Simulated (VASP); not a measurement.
A run of VASP 6.6.1:

The input INCAR:

```
SYSTEM = NaF
ALGO     = Normal         ! electronic algorithm
EDIFF    = 1E-6           ! SCF threshold, eV
ENCUT    = 520            ! plane-wave cutoff, eV
GGA      = PS             ! functional
ISIF     = 2              ! what is computed and relaxed
ISMEAR   = 0              ! smearing method
LASPH    = .True.         ! aspherical terms in the spheres
LCHARG   = .False.        ! write CHGCAR
LREAL    = .False.        ! projectors in reciprocal space
LWAVE    = .False.        ! write WAVECAR
NBANDS   = 14             ! bands
NELM     = 100            ! most SCF steps
PREC     = Accurate       ! precision mode
SIGMA    = 0.01           ! smearing width, eV
```

KPOINTS

```
k-points
0
Gamma
  8 8 8
  0 0 0
```

Contents of POSCAR:

```
NaF
1.0
    2.3266716304      2.3266716304      0.0000000000
   -2.3266716304      2.3266716304      0.0000000000
    0.0000000000      2.3266716304      2.3084230584
Na F
1 1
Direct
    0.0000000000      0.0000000000      0.0000000000
    0.5000000000      0.5000000000      0.0000000000
```

Potentials or basis: VASP PAW PBE potentials, release 64 (Na_pv, F).

Run with:

```bash
$ cat potpaw_PBE.64/Na_pv/POTCAR potpaw_PBE.64/F/POTCAR > POTCAR
$ mpirun -np 1 vasp_std > vasp.out
```

Hardware: 1 thread of Intel(R) Xeon(R) Platinum 8259CL CPU @ 2.50GHz (Skylake/Cascade Lake) (shared host).

Task: How long does it take, and how much memory?

Result: Wall time 11 s on 1 thread of Intel(R) Xeon(R) Platinum 8259CL CPU @ 2.50GHz (Skylake/Cascade Lake), on a shared host, peak memory 0.14 GiB. Counts: scf iterations 12, k points 59.
